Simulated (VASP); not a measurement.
A run of VASP 6.6.1 is set up as follows.

The input INCAR:

```
ALGO = Normal ; DIPOL = 0.5 0.5 0.311
EDIFF = 1E-6 ; ENCUT = 520
GGA = PE ; IDIPOL = 3
ISIF = 2 ; ISMEAR = 0
IVDW = 12 ; LASPH = T
LCHARG = T ; LDIPOL = T
LELF = T ; LREAL = Auto
LVACPOTAV = T ; LVHAR = T
LWAVE = F ; NBANDS = 52
NELM = 80 ; PREC = Accurate
SIGMA = 0.05
```

The input KPOINTS:

```
k-points
0
Gamma
  6 6 1
```

Contents of POSCAR:

```
C8N
1.0
    4.9298867130      0.0000000000      0.0000000000
   -0.0081547558      4.4132984516      0.0000000000
    0.0000000000      0.0000000000     23.6150337471
C N
16 2
Direct
    0.3745684085      0.7405378974      0.1693836241
    0.8745684085      0.7405378974      0.1693836241
    0.1243974091      0.6365956441      0.1924179608
    0.6243974091      0.6365956441      0.1924179608
    0.1240513173      0.4291046681      0.2385492690
    0.6240513173      0.4291046681      0.2385492690
    0.3738803179      0.3251624149      0.2615836057
    0.8738803179      0.3251624149      0.2615836057
    0.3735338584      0.1126520408      0.3077166148
    0.8735338584      0.1126520408      0.3077166148
    0.1233638388      0.0072945126      0.3296949545
    0.6233638388      0.0072945126      0.3296949545
    0.1229920122      0.7810454900      0.3756054437
    0.6229920122      0.7810454900      0.3756054437
    0.3728273188      0.6826774530      0.3944535437
    0.8728273188      0.6826774530      0.3944535437
    0.4978273188      0.9326774530      0.5087874900
    0.4978273188      0.9326774530      0.5553679867
```

Potentials or basis: VASP PAW PBE potentials, release 64 (C, N).

Launch:

```sh
$ cat potpaw_PBE.64/C/POTCAR potpaw_PBE.64/N/POTCAR > POTCAR
$ mpirun -np 1 vasp_std > vasp.out
```

Task: Estimate the largest force.

Result: 2.969 eV/Å.

Task: Estimate the dispersion energy per atom.

Result: -0.110 eV.

Task: Estimate the band gap on the k mesh.

Result: Zero (bands 37 and 38 overlap by 0.03 eV).

Forces in eV/Å, atoms in the order of the input:
```
C   -0.008 -1.168  1.514
C    0.010 -1.160  1.518
C    0.000  1.856 -2.292
C    0.001  1.871 -2.305
C    0.001 -0.836  0.990
C    0.004 -0.840  0.985
C    0.003  0.156 -0.201
C    0.002  0.152 -0.210
C   -0.025 -0.013 -0.005
C    0.016 -0.028 -0.005
C    0.009  0.043 -0.054
C   -0.007 -0.010 -0.022
C   -0.006  0.019 -0.007
C    0.020 -0.092  0.048
C   -0.057 -0.006 -0.091
C    0.026  0.015  0.066
N    0.020  0.067 -2.071
N   -0.010 -0.023  2.144
```

Caveat: the standard files for N, O and F lose accuracy on very short bonds.
